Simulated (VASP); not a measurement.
# SnCl (Pmmm) in VASP: single point with PBE

Aim: the single point of SnCl with PBE.

All numbers are computed with VASP 6.6.1; they aren't measurements. Logs are shortened: lines on timing, memory, paths and dates and some standing lists are left out, and cuts for length are marked.

**1. The cell of the first run**

The structure is orthorhombic, space group Pmmm (No. 47). Conventional cell: a = 3.342 Å, b = 3.571 Å, c = 4.680 Å, α = 90.00°, β = 90.00°, γ = 90.00°. Within 3.9 Å of Sn (site symmetry mmm) lie 4 Cl at 2.94 Å and 4 Sn at 3.34 to 3.57 Å. Cl (site symmetry mmm) has 4 Sn at 2.94 Å and 4 Cl at 3.34 to 3.57 Å within 3.9 Å.

The cell was generated, and may not be a known phase.

**2. Single point, PBE**

INCAR reads:

```
SYSTEM = SnCl
PREC = Accurate
ENCUT = 520
EDIFF = 1E-6
ISMEAR = 0
SIGMA = 0.1
LREAL = .FALSE.
LASPH = .TRUE.
NELM = 100
ALGO = Normal
ISIF = 2
LWAVE = .FALSE.
LCHARG = .TRUE.
GGA = PE
LELF = .TRUE.
LVHAR = .TRUE.
NBANDS = 18
```

KPOINTS reads:

```
Automatic mesh
0
G
  16 16 12
  0 0 0
```

POSCAR reads:

```
SnCl
1.0
    3.3420155985      0.0000000000      0.0000000000
    0.0000000000      3.5711139523      0.0000000000
    0.0000000000      0.0000000000      4.6800521360
Sn Cl
1 1
Direct
    0.5000000000      0.5000000000      0.0000000000
    0.5000000000      0.0000000000      0.5000000000
```

Potentials or basis: VASP PAW PBE potentials, release 64 (Sn_d, Cl).

Run with:

```
> cat potpaw_PBE.64/Sn_d/POTCAR potpaw_PBE.64/Cl/POTCAR > POTCAR
> mpirun -np 1 vasp_std > vasp.out
```

OUTCAR:

```text
SYSTEM = SnCl
   PREC = Accurate
   ENCUT = 520
   EDIFF = 1E-6
   ISMEAR = 0
   LREAL = .FALSE.
   LASPH = .TRUE.
   NELM = 100
   ISIF = 2
   GGA = PE

 ion  position               nearest neighbor table
   1  0.500  0.500  0.000-   2 2.94   2 2.94   2 2.94   2 2.94
   2  0.500  0.000  0.500-   1 2.94   1 2.94   1 2.94   1 2.94

  LATTYP: Found a simple orthorhombic cell.
 ALAT       =     3.3420155985
 B/A-ratio  =     1.0685509529
 C/A-ratio  =     1.4003681306

  Lattice vectors:

 A1 = (   3.3420155985,   0.0000000000,   0.0000000000)
 A2 = (   0.0000000000,   3.5711139523,   0.0000000000)
 A3 = (   0.0000000000,   0.0000000000,   4.6800521360)

Analysis of symmetry for initial positions (statically):
=====================================================================
 Subroutine PRICEL returns:
 Original cell was already a primitive cell.

 Routine SETGRP: Setting up the symmetry group for a
 simple orthorhombic supercell.

 Subroutine GETGRP returns: Found  8 space group operations
 (whereof  8 operations were pure point group operations)
 out of a pool of  8 trial point group operations.

The static configuration has the point symmetry D_2h.

Analysis of symmetry for dynamics (positions and initial velocities):
=====================================================================
 Subroutine PRICEL returns:
 Original cell was already a primitive cell.

 Routine SETGRP: Setting up the symmetry group for a
 simple orthorhombic supercell.

 Subroutine GETGRP returns: Found  8 space group operations
 (whereof  8 operations were pure point group operations)
 out of a pool of  8 trial point group operations.

The dynamic configuration has the point symmetry D_2h.

 Subroutine INISYM returns: Found  8 space group operations
 (whereof  8 operations are pure point group operations),
 and found     1 'primitive' translations

----------------------------------------------------------------------------------------

                                     Primitive cell

  volume of cell :      55.8551

  direct lattice vectors                    reciprocal lattice vectors
     3.342015599  0.000000000  0.000000000     0.299220626  0.000000000  0.000000000
     0.000000000  3.571113952  0.000000000     0.000000000  0.280024668  0.000000000
     0.000000000  0.000000000  4.680052136     0.000000000  0.000000000  0.213672833

  length of vectors
     3.342015599  3.571113952  4.680052136     0.299220626  0.280024668  0.213672833

  position of ions in fractional coordinates (direct lattice)
     0.500000000  0.500000000  0.000000000
     0.500000000  0.000000000  0.500000000

  ion indices of the primitive-cell ions
   primitive index   ion index
                 1           1
                 2           2

----------------------------------------------------------------------------------------

 KPOINTS: Automatic mesh

Automatic generation of k-mesh.
 Grid dimensions read from file:
 generate k-points for:   16   16   12

 Generating k-lattice:

  Cartesian coordinates                     Fractional coordinates (reciprocal lattice)
     0.018701289  0.000000000  0.000000000     0.062500000  0.000000000  0.000000000
     0.000000000  0.017501542  0.000000000     0.000000000  0.062500000  0.000000000
     0.000000000  0.000000000  0.017806069     0.000000000  0.000000000  0.083333333

  Length of vectors
     0.018701289  0.017501542  0.017806069

  Shift w.r.t. Gamma in fractional coordinates (k-lattice)
     0.000000000  0.000000000  0.000000000

 Subroutine IBZKPT returns following result:
 ===========================================

 Found    567 irreducible k-points:

 Following reciprocal coordinates:
            Coordinates               Weight
  0.000000  0.000000  0.000000      1.000000
  0.062500  0.000000  0.000000      2.000000
  0.125000  0.000000  0.000000      2.000000
  0.187500  0.000000  0.000000      2.000000
  0.250000  0.000000  0.000000      2.000000
  0.312500  0.000000  0.000000      2.000000
[... 16 lines left out ...]
  0.250000  0.125000  0.000000      4.000000
  0.312500  0.125000  0.000000      4.000000
 [... further k-points ...]
   k-points           NKPTS =    567   k-points in BZ     NKDIM =    567   number of bands    NBANDS=     18
   number of dos      NEDOS =    301   number of ions     NIONS =      2
   total plane-waves  NPLWV =  28224
   dimension x,y,z NGX =    28 NGY =   28 NGZ =   36
   dimension x,y,z NGXF=    56 NGYF=   56 NGZF=   72
   ions per type =               1   1
   NGX,Y,Z   is equivalent  to a cutoff of  13.93, 13.03, 12.79 a.u.
   NGXF,Y,Z  is equivalent  to a cutoff of  27.86, 26.07, 25.58 a.u.
 SYSTEM =  SnCl
   PREC   = accura    normal or accurate (medium, high low for compatibility)
   ISTART =      0    job   : 0-new  1-cont  2-samecut
   ICHARG =      2    charge: 1-file 2-atom 10-const
   ISPIN  =      1    spin polarized calculation?
   LNONCOLLINEAR =      F non collinear calculations
   LSORBIT =      F    spin-orbit coupling
   LASPH  =      T    aspherical Exc in radial PAW
   ENCUT  =  520.0 eV  38.22 Ry    6.18 a.u.   6.21  6.64  8.70*2*pi/ulx,y,z
   NELM   =    100;   NELMIN=  2; NELMDL= -5     # of ELM steps
   EDIFF  = 0.1E-05   stopping-criterion for ELM
   LREAL  =      F    real-space projection
[... 7 lines left out ...]
   TEBEG  =    0.0;   TEEND  =   0.0 temperature during run
   PSTRESS=    0.0 pullay stress
   NELECT =      21.0000    total number of electrons
   NUPDOWN=      -1.0000    fix difference up-down
   EMIN   =  10.00;   EMAX   =-10.00  energy-range for DOS
   EFERMI =   0.00;   METHOD = LEGACY
   ISMEAR =     0;   SIGMA  =   0.10  broadening in eV -4-tet -1-fermi 0-gaus
   EFERMI_NEDOS =   21; number of points for ismear=-14 and -15
   IALGO  =     38    algorithm
   IMIX   =      4    mixing-type and parameters
     AMIX     =   0.40;   BMIX     =  1.00
     AMIX_MAG =   1.60;   BMIX_MAG =  1.00
  volume/ion in A,a.u.               =      27.93       188.46
  Fermi-wavevector in a.u.,A,eV,Ry     =   1.181572  2.232848 18.995272  1.396113
  Thomas-Fermi vector in A             =   2.317843
   LORBIT       =      0    0 simple, 1 ext, 2 COOP (PROOUT), +10 PAW based schemes
   GGA     = PE    functional components
   LHFCALC =     F    Hartree Fock is set to
   AEXX    =    0.0000 exact exchange contribution
   IVDW    =     0    specifies the selected vdW correction
   LEPSILON=     F    determine dielectric tensor
   LRPA    =     F    only Hartree local field effects (RPA)
 non-spin polarized calculation
 Gauss-broadening in eV      SIGMA  =   0.10
  energy-cutoff  :      520.00
  volume of cell :       55.86
 maximum number of plane-waves:      1528
 NGX is ok and might be reduce to    28
   NGX = 13   NGY = 13   NGZ = 17

 number of electron      21.0000002 magnetization

 Free energy of the ion-electron system (eV)
  ---------------------------------------------------
  ext. energy  EPLUGINS =         0.00000000
  ---------------------------------------------------
  free energy    TOTEN  =        -6.68993951 eV

  energy without entropy =       -6.68776946  energy(sigma->0) =       -6.68885449

 E-fermi :   5.0654     XC(G=0):  -9.1209

 val. band max:        5.0652472353   @ k =   0.1875   0.3125   0.0833
 cond. band min:       5.0717246252   @ k =   0.3125   0.1875   0.2500
 fundamental gap:      0.0064773899
 Fermi energy:         5.0653856042

 k-point     1 :       0.0000    0.0000    0.0000
  band No.  band energies     occupation
      1     -16.9639      2.00000
      2     -16.9115      2.00000
      3     -16.8742      2.00000
      4     -16.8108      2.00000
      5     -16.7572      2.00000
      6     -11.1071      2.00000
[... 10 lines left out ...]
     17      14.8294      0.00000
     18      16.6975      0.00000

 k-point     2 :       0.0625    0.0000    0.0000
  band No.  band energies     occupation
      1     -16.9636      2.00000
      2     -16.9114      2.00000
      3     -16.8688      2.00000
      4     -16.8126      2.00000
      5     -16.7589      2.00000
      6     -11.0926      2.00000
[... 10 lines left out ...]
     17      14.8599      0.00000
     18      15.9289      0.00000

 k-point     3 :       0.1250    0.0000    0.0000
  band No.  band energies     occupation
      1     -16.9629      2.00000
      2     -16.9109      2.00000
      3     -16.8533      2.00000
      4     -16.8178      2.00000
      5     -16.7637      2.00000
      6     -11.0507      2.00000
[... 10 lines left out ...]
     17      14.9190      0.00000
     18      14.9495      0.00000

 k-point     4 :       0.1875    0.0000    0.0000
  band No.  band energies     occupation
      1     -16.9618      2.00000
      2     -16.9102      2.00000
      3     -16.8300      2.00000
      4     -16.8255      2.00000
      5     -16.7710      2.00000
      6     -10.9866      2.00000
[... 10 lines left out ...]
     17      15.0924      0.00000
     18      15.4616      0.00000

 k-point     5 :       0.2500    0.0000    0.0000
  band No.  band energies     occupation
      1     -16.9606      2.00000
      2     -16.9094      2.00000
      3     -16.8346      2.00000
      4     -16.8024      2.00000
      5     -16.7795      2.00000
      6     -10.9087      2.00000
[... 10 lines left out ...]
     17      15.2775      0.00000
     18      15.9966      0.00000

 k-point     6 :       0.3125    0.0000    0.0000
  band No.  band energies     occupation
      1     -16.9594      2.00000
      2     -16.9086      2.00000
      3     -16.8437      2.00000
      4     -16.7879      2.00000
      5     -16.7747      2.00000
      6     -10.8282      2.00000
[... 10 lines left out ...]
     17      15.4590      0.00000
     18      15.4854      0.00000

 k-point     7 :       0.3750    0.0000    0.0000
  band No.  band energies     occupation
      1     -16.9584      2.00000
      2     -16.9079      2.00000
      3     -16.8513      2.00000
      4     -16.7951      2.00000
      5     -16.7512      2.00000
      6     -10.7578      2.00000
[... 10 lines left out ...]
     17      15.3790      0.00000
     18      15.6883      0.00000

 k-point     8 :       0.4375    0.0000    0.0000
  band No.  band energies     occupation
      1     -16.9578      2.00000
      2     -16.9075      2.00000
      3     -16.8564      2.00000
      4     -16.7999      2.00000
      5     -16.7354      2.00000
      6     -10.7095      2.00000
[... 10 lines left out ...]
     17      14.9096      0.00000
     18      15.8357      0.00000
[... 229 lines left out ...]
     17      15.2892      0.00000
     18      16.8038      0.00000

 k-point    20 :       0.0625    0.1250    0.0000
  band No.  band energies     occupation
      1     -16.9557      2.00000
      2     -16.9162      2.00000
      3     -16.8635      2.00000
      4     -16.8123      2.00000
      5     -16.7620      2.00000
      6     -11.0425      2.00000
[... 10 lines left out ...]
     17      15.4571      0.00000
     18      16.3789      0.00000

 k-point    21 :       0.1250    0.1250    0.0000
  band No.  band energies     occupation
      1     -16.9548      2.00000
      2     -16.9157      2.00000
      3     -16.8480      2.00000
      4     -16.8175      2.00000
      5     -16.7670      2.00000
      6     -11.0014      2.00000
[... 10 lines left out ...]
     17      15.7881      0.00000
     18      15.9955      0.00000

 k-point    22 :       0.1875    0.1250    0.0000
  band No.  band energies     occupation
      1     -16.9536      2.00000
      2     -16.9150      2.00000
      3     -16.8252      2.00000
      4     -16.8248      2.00000
      5     -16.7744      2.00000
      6     -10.9386      2.00000
[... 10 lines left out ...]
     17      15.6706      0.00000
     18      15.9615      0.00000

 k-point    23 :       0.2500    0.1250    0.0000
  band No.  band energies     occupation
      1     -16.9523      2.00000
      2     -16.9142      2.00000
      3     -16.8342      2.00000
      4     -16.7972      2.00000
      5     -16.7831      2.00000
      6     -10.8624      2.00000
[... 10 lines left out ...]
     17      14.9257      0.00000
     18      16.0703      0.00000

 k-point    24 :       0.3125    0.1250    0.0000
  band No.  band energies     occupation
      1     -16.9511      2.00000
      2     -16.9133      2.00000
      3     -16.8433      2.00000
      4     -16.7918      2.00000
      5     -16.7695      2.00000
      6     -10.7836      2.00000
[... 10 lines left out ...]
     17      15.4125      0.00000
     18      16.2343      0.00000

 [... further k-points ...]
[... 5 lines left out ...]
  --------------------------------------------------------------------------------------
  -------------------------------------------------------------------------------------
  Total       -0.0395567     -0.0150608      0.0004538     -0.0000000      0.0000000      0.0000000
  in kB       -1.1346663     -0.4320125      0.0130176     -0.0000000      0.0000000      0.0000000
  external PRESSURE =      -0.5178870 kB  Pullay stress =       0.0000000 kB

 VOLUME and BASIS-vectors are now :
 -----------------------------------------------------------------------------
  energy-cutoff  :      520.00
  volume of cell :       55.86
      direct lattice vectors                 reciprocal lattice vectors
     3.342015599  0.000000000  0.000000000     0.299220626  0.000000000  0.000000000
     0.000000000  3.571113952  0.000000000     0.000000000  0.280024668  0.000000000
     0.000000000  0.000000000  4.680052136     0.000000000  0.000000000  0.213672833

 POSITION                                       TOTAL-FORCE (eV/Angst)
 -----------------------------------------------------------------------------------
      1.67101      1.78556      0.00000         0.000000      0.000000      0.000000
      1.67101      0.00000      2.34003         0.000000      0.000000      0.000000
 -----------------------------------------------------------------------------------
    total drift:                                0.000000      0.000000      0.000000

  FREE ENERGIE OF THE ION-ELECTRON SYSTEM (eV)
  ---------------------------------------------------
  free  energy   TOTEN  =        -6.6899395135 eV

  energy  without entropy=       -6.6877694586  energy(sigma->0) =       -6.68885449
```

It took 6.9 min on 1 thread of Intel Xeon Platinum 8259CL at 2.50GHz (Skylake/Cascade Lake), shared host; peak memory 0.6 GiB.

What came out:

* Free energy: -6.6899 eV
* Pressure: -0.1 GPa
* Band gap on the k mesh: zero (an odd number of electrons rules out a gap without spin polarisation)

Stress tensor (GPa, compression positive):
```
-0.11  0.00  0.00
 0.00 -0.04  0.00
 0.00  0.00  0.00
```

Caveat: spin-orbit coupling is left out, which moves the levels of the heavy elements; an odd number of electrons without spin polarisation forces a metal; a magnetic or distorted state may lie lower.
